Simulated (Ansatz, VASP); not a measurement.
# Be: VASP beside Ansatz

```
CELL_PARAMETERS angstrom
-1.14754 1.14754 1.14754
1.14754 -1.14754 1.14754
1.14754 1.14754 -1.14754
ATOMIC_POSITIONS crystal
Be 0.00000 0.00000 0.00000
```

Change from the starting cell: volume scaled by 0.78, LAPW.

Alike in both runs: task single point; functional PBEsol; k mesh 23 × 23 × 23; occupations fermi-dirac, width 0.1 eV; no spin polarisation.

```csv
,VASP,Ansatz
version,VASP 6.6.1,Ansatz 0.2.0
potentials or method,"VASP PAW PBE potentials, release 64 (Be), cutoff 520 eV","all-electron LAPW, scalar-relativistic"
```

Ansatz gave:

| Property | Result |
| --- | --- |
| pressure (GPa) | 46.5 |

Task: Estimate VASP's values.

Result: Pressure (GPa): 47.5.

VASP's potentials were made for PBE, not for PBEsol. Both programs put the cell under a high pressure, so it lies far from rest at this level. Ansatz ran all-electron here, and VASP with PAW potentials.
